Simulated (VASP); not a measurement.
# Ir (I4/mmm) in VASP: notebook

The runs below take Ir through single point, with PBEsol.

Everything below comes from runs of VASP 6.6.1. Logs are shortened: lines on timing, memory, paths and dates and some standing lists are left out, and cuts for length are marked.

**1. The cell of the first run**

It takes space group I4/mmm (No. 139, tetragonal). The conventional cell has a = 2.790 Å, b = 2.790 Å, c = 3.742 Å, α = 90.00°, β = 90.00°, γ = 90.00°. Within 4.0 Å of Ir (site symmetry 4/mmm) lie 18 Ir at 2.72 to 3.95 Å.

**2. Single point, PBEsol (biaxial strain in the a-b plane: +3.0 %, then relaxed in part)**

INCAR reads:

```
SYSTEM = Ir
  PREC = Accurate
  ENCUT = 520
  EDIFF = 1E-7
  ISMEAR = 0
  SIGMA = 0.1
  LREAL = .False.
  LASPH = .True.
  NELM = 60
  ALGO = Fast
  ISIF = 2
  LWAVE = .False.
  LCHARG = .False.
  GGA = PS
  NBANDS = 16
```

KPOINTS reads:

```
regular mesh
0
Gamma
  20 20 14
  0 0 0
```

POSCAR reads:

```
Ir
1.0
    1.9725235006      1.9725235006      0.0000000000
   -1.9725235006      1.9725235006      0.0000000000
    0.0000000000      0.0000000000      3.7415557335
Ir
2
Direct
    0.0000000000      0.0000000000      0.0000000000
    0.5000000000      0.5000000000      0.5000000000
```

Potentials or basis: VASP PAW PBE potentials, release 64 (Ir).

On the command line:

```
$ cat potpaw_PBE.64/Ir/POTCAR > POTCAR
$ mpirun -np 1 vasp_std > vasp.out
```

OUTCAR:

```text
SYSTEM = Ir
   PREC = Accurate
   ENCUT = 520
   EDIFF = 1E-7
   ISMEAR = 0
   LREAL = .False.
   LASPH = .True.
   NELM = 60
   ISIF = 2
   GGA = PS

 ion  position               nearest neighbor table
   1  0.000  0.000  0.000-   2 2.72   2 2.72   2 2.72   2 2.72   2 2.72   2 2.72   2 2.72   2 2.72

   2  0.500  0.500  0.500-   1 2.72   1 2.72   1 2.72   1 2.72   1 2.72   1 2.72   1 2.72   1 2.72

  LATTYP: Found a simple tetragonal cell.
 ALAT       =     2.7895694866
 C/A-ratio  =     1.3412663679

  Lattice vectors:

 A1 = (   1.9725235006,   1.9725235006,   0.0000000000)
 A2 = (  -1.9725235006,   1.9725235006,   0.0000000000)
 A3 = (   0.0000000000,   0.0000000000,   3.7415557335)

Analysis of symmetry for initial positions (statically):
=====================================================================
 Subroutine PRICEL returns following result:

  LATTYP: Found a body centered tetragonal cell.
 ALAT       =     2.7895694866
 C/A-ratio  =     1.3412663679

  Lattice vectors:

 A1 = (   0.0000000000,  -1.9725235006,  -1.8707778668)
 A2 = (   0.0000000000,   1.9725235006,  -1.8707778668)
 A3 = (   1.9725235006,   0.0000000000,   1.8707778668)

   2 primitive cells build up your supercell.

 Routine SETGRP: Setting up the symmetry group for a
 simple tetragonal supercell.

 Subroutine GETGRP returns: Found 16 space group operations
 (whereof 16 operations were pure point group operations)
 out of a pool of 16 trial point group operations.

The static configuration has the point symmetry D_4h.

Analysis of symmetry for dynamics (positions and initial velocities):
=====================================================================
 Subroutine PRICEL returns following result:

  LATTYP: Found a body centered tetragonal cell.
 ALAT       =     2.7895694866
 C/A-ratio  =     1.3412663679

  Lattice vectors:

 A1 = (   0.0000000000,  -1.9725235006,  -1.8707778668)
 A2 = (   0.0000000000,   1.9725235006,  -1.8707778668)
 A3 = (   1.9725235006,   0.0000000000,   1.8707778668)

   2 primitive cells build up your supercell.

 Routine SETGRP: Setting up the symmetry group for a
 simple tetragonal supercell.

 Subroutine GETGRP returns: Found 16 space group operations
 (whereof 16 operations were pure point group operations)
 out of a pool of 16 trial point group operations.

The dynamic configuration has the point symmetry D_4h.

 Subroutine INISYM returns: Found 16 space group operations
 (whereof 16 operations are pure point group operations),
 and found     2 'primitive' translations

----------------------------------------------------------------------------------------

                                     Primitive cell

  volume of cell :      14.5578

  direct lattice vectors                    reciprocal lattice vectors
     0.000000000 -1.972523501 -1.870777867     0.253482405 -0.253482405 -0.267268503
     0.000000000  1.972523501 -1.870777867     0.253482405  0.253482405 -0.267268503
     1.972523501  0.000000000  1.870777867     0.506964809  0.000000000  0.000000000

  length of vectors
     2.718576610  2.718576610  2.718576610     0.447145515  0.447145515  0.506964809

  position of ions in fractional coordinates (direct lattice)
     0.000000000  0.000000000  0.000000000

  ion indices of the primitive-cell ions
   primitive index   ion index
                 1           1

----------------------------------------------------------------------------------------

 KPOINTS: regular mesh

Automatic generation of k-mesh.
 Grid dimensions read from file:
 generate k-points for:   20   20   14

 Generating k-lattice:

  Cartesian coordinates                     Fractional coordinates (reciprocal lattice)
     0.012674120  0.012674120  0.000000000     0.050000000  0.000000000  0.000000000
    -0.012674120  0.012674120  0.000000000     0.000000000  0.050000000  0.000000000
     0.000000000  0.000000000  0.019090607     0.000000000  0.000000000  0.071428571

  Length of vectors
     0.017923913  0.017923913  0.019090607

  Shift w.r.t. Gamma in fractional coordinates (k-lattice)
     0.000000000  0.000000000  0.000000000

 Subroutine IBZKPT returns following result:
 ===========================================

 Found    528 irreducible k-points:

 Following reciprocal coordinates:
            Coordinates               Weight
  0.000000  0.000000  0.000000      1.000000
  0.050000  0.000000  0.000000      4.000000
  0.100000  0.000000  0.000000      4.000000
  0.150000  0.000000  0.000000      4.000000
  0.200000  0.000000  0.000000      4.000000
  0.250000  0.000000  0.000000      4.000000
[... 16 lines left out ...]
  0.150000  0.100000  0.000000      8.000000
  0.200000  0.100000  0.000000      8.000000
 [... further k-points ...]
   k-points           NKPTS =    528   k-points in BZ     NKDIM =    528   number of bands    NBANDS=     16
   number of dos      NEDOS =    301   number of ions     NIONS =      2
   total plane-waves  NPLWV =  16128
   dimension x,y,z NGX =    24 NGY =   24 NGZ =   28
   dimension x,y,z NGXF=    48 NGYF=   48 NGZF=   56
   ions per type =               2
   NGX,Y,Z   is equivalent  to a cutoff of  14.30, 14.30, 12.44 a.u.
   NGXF,Y,Z  is equivalent  to a cutoff of  28.61, 28.61, 24.88 a.u.
 SYSTEM =  Ir
   PREC   = accura    normal or accurate (medium, high low for compatibility)
   ISTART =      0    job   : 0-new  1-cont  2-samecut
   ICHARG =      2    charge: 1-file 2-atom 10-const
   ISPIN  =      1    spin polarized calculation?
   LNONCOLLINEAR =      F non collinear calculations
   LSORBIT =      F    spin-orbit coupling
   LASPH  =      T    aspherical Exc in radial PAW
   ENCUT  =  520.0 eV  38.22 Ry    6.18 a.u.   5.19  5.19  6.96*2*pi/ulx,y,z
   NELM   =     60;   NELMIN=  2; NELMDL= -5     # of ELM steps
   EDIFF  = 0.1E-06   stopping-criterion for ELM
   LREAL  =      F    real-space projection
   EDIFFG = 0.1E-05   stopping-criterion for IOM
   NSW    =      0    number of steps for IOM
   IBRION =     -1    ionic relax: 0-MD 1-quasi-New 2-CG
   NFREE  =      0    steps in history (QN), initial steepest desc. (CG)
   ISIF   =      2    stress and relaxation
   ISYM   =      2    0-nonsym 1-usesym 2-fastsym
   POTIM  = 0.5000    time-step for ionic-motion
   TEBEG  =    0.0;   TEEND  =   0.0 temperature during run
   PSTRESS=    0.0 pullay stress
   NELECT =      18.0000    total number of electrons
   NUPDOWN=      -1.0000    fix difference up-down
   EMIN   =  10.00;   EMAX   =-10.00  energy-range for DOS
   EFERMI =   0.00;   METHOD = LEGACY
   ISMEAR =     0;   SIGMA  =   0.10  broadening in eV -4-tet -1-fermi 0-gaus
   EFERMI_NEDOS =   21; number of points for ismear=-14 and -15
   IALGO  =     68    algorithm
   IMIX   =      4    mixing-type and parameters
     AMIX     =   0.40;   BMIX     =  1.00
     AMIX_MAG =   1.60;   BMIX_MAG =  1.00
  volume/ion in A,a.u.               =      14.56        98.24
  Fermi-wavevector in a.u.,A,eV,Ry     =   1.394623  2.635455 26.462966  1.944973
  Thomas-Fermi vector in A             =   2.518154
   LORBIT       =      0    0 simple, 1 ext, 2 COOP (PROOUT), +10 PAW based schemes
   GGA     = PS    functional components
   LHFCALC =     F    Hartree Fock is set to
   AEXX    =    0.0000 exact exchange contribution
   IVDW    =     0    specifies the selected vdW correction
   LEPSILON=     F    determine dielectric tensor
   LRPA    =     F    only Hartree local field effects (RPA)
 non-spin polarized calculation
 RMM-DIIS sequential band-by-band and
 Gauss-broadening in eV      SIGMA  =   0.10
  energy-cutoff  :      520.00
  volume of cell :       29.12
 maximum number of plane-waves:       806
 NGX is ok and might be reduce to    24
   NGX = 11   NGY = 11   NGZ = 13

 number of electron      18.0000003 magnetization

 Free energy of the ion-electron system (eV)
  ---------------------------------------------------
  ext. energy  EPLUGINS =         0.00000000
  ---------------------------------------------------
  free energy    TOTEN  =       -19.55078186 eV

  energy without entropy =      -19.54112729  energy(sigma->0) =      -19.54595458

 E-fermi :   9.7320     XC(G=0): -13.9335

 val. band max:        9.7319307773   @ k =   0.2000   0.1000   0.3571
 cond. band min:       9.7325376196   @ k =   0.2000   0.0500   0.4286
 fundamental gap:      0.0006068423
 Fermi energy:         9.7320258629

 k-point     1 :       0.0000    0.0000    0.0000
  band No.  band energies     occupation
      1      -1.1271      2.00000
      2       2.1933      2.00000
      3       2.6548      2.00000
      4       5.8261      2.00000
      5       5.8261      2.00000
      6       6.4645      2.00000
[... 8 lines left out ...]
     15      20.7739      0.00000
     16      24.1767      0.00000

 k-point     2 :       0.0500    0.0000    0.0000
  band No.  band energies     occupation
      1      -1.0571      2.00000
      2       2.2447      2.00000
      3       2.7019      2.00000
      4       5.7927      2.00000
      5       5.8542      2.00000
      6       6.4985      2.00000
[... 8 lines left out ...]
     15      21.3837      0.00000
     16      24.2968      0.00000

 k-point     3 :       0.1000    0.0000    0.0000
  band No.  band energies     occupation
      1      -0.8501      2.00000
      2       2.3864      2.00000
      3       2.8491      2.00000
      4       5.6986      2.00000
      5       5.9380      2.00000
      6       6.5920      2.00000
[... 8 lines left out ...]
     15      21.7856      0.00000
     16      24.6465      0.00000

 k-point     4 :       0.1500    0.0000    0.0000
  band No.  band energies     occupation
      1      -0.5145      2.00000
      2       2.5889      2.00000
      3       3.1053      2.00000
      4       5.5600      2.00000
      5       6.0764      2.00000
      6       6.7153      2.00000
[... 8 lines left out ...]
     15      22.1520      0.00000
     16      25.1936      0.00000
[... 324 lines left out ...]
 k-point    22 :       0.1000    0.1000    0.0000
  band No.  band energies     occupation
      1      -0.5780      2.00000
      2       2.5928      2.00000
      3       3.0258      2.00000
      4       5.4461      2.00000
      5       6.1848      2.00000
      6       6.7405      2.00000
[... 8 lines left out ...]
     15      22.5397      0.00000
     16      25.1100      0.00000

 k-point    23 :       0.1500    0.1000    0.0000
  band No.  band energies     occupation
      1      -0.2494      2.00000
      2       2.8059      2.00000
      3       3.2642      2.00000
      4       5.2620      2.00000
      5       6.3792      2.00000
      6       6.8868      2.00000
[... 8 lines left out ...]
     15      22.7997      0.00000
     16      25.6514      0.00000

 k-point    24 :       0.2000    0.1000    0.0000
  band No.  band energies     occupation
      1       0.1894      2.00000
      2       3.0506      2.00000
      3       3.5962      2.00000
      4       5.0746      2.00000
      5       6.6089      2.00000
      6       6.9545      2.00000
[... 8 lines left out ...]
     15      23.1304      0.00000
     16      26.3464      0.00000

 [... further k-points ...]

------------------------ aborting loop because EDIFF is reached ----------------------------------------

  FORCE on cell =-STRESS in cart. coord.  units (eV):
  Direction    XX          YY          ZZ          XY          YZ          ZX
  --------------------------------------------------------------------------------------
  -------------------------------------------------------------------------------------
  Total       -3.1315693     -3.1315693      0.1329683      0.0000000     -0.0000000     -0.0000000
  in kB     -172.3241031   -172.3241031      7.3169847      0.0000000     -0.0000000     -0.0000000
  external PRESSURE =    -112.4437405 kB  Pullay stress =       0.0000000 kB

 VOLUME and BASIS-vectors are now :
 -----------------------------------------------------------------------------
  energy-cutoff  :      520.00
  volume of cell :       29.12
      direct lattice vectors                 reciprocal lattice vectors
     1.972523501  1.972523501  0.000000000     0.253482405  0.253482405  0.000000000
    -1.972523501  1.972523501  0.000000000    -0.253482405  0.253482405  0.000000000
     0.000000000  0.000000000  3.741555733     0.000000000  0.000000000  0.267268503

 POSITION                                       TOTAL-FORCE (eV/Angst)
 -----------------------------------------------------------------------------------
      0.00000      0.00000      0.00000        -0.000000      0.000000     -0.000000
      0.00000      1.97252      1.87078         0.000000     -0.000000      0.000000
 -----------------------------------------------------------------------------------
    total drift:                               -0.000000      0.000000     -0.000000

  FREE ENERGIE OF THE ION-ELECTRON SYSTEM (eV)
  ---------------------------------------------------
  free  energy   TOTEN  =       -19.5507818620 eV

  energy  without entropy=      -19.5411272943  energy(sigma->0) =      -19.54595458
```

Run time: 92 s. Hardware: 1 thread of Intel Xeon 6975P-C (Granite Rapids), shared host; peak memory 0.31 GiB.

Results:

```
Free energy            : -19.5508 eV
Pressure               : -11.2 GPa
Band gap on the k mesh : zero (bands 9 and 10 overlap by 3.61 eV)
```

Caveat: the cell differs from its parent crystal (biaxial strain in the a-b plane: +3.0 %, then relaxed in part); the cell stands under tension; the PAW data sets were made with another functional, which shifts forces and pressure a little; spin-orbit coupling is left out, which moves the levels of the heavy elements.

[end of part 1 of 2]
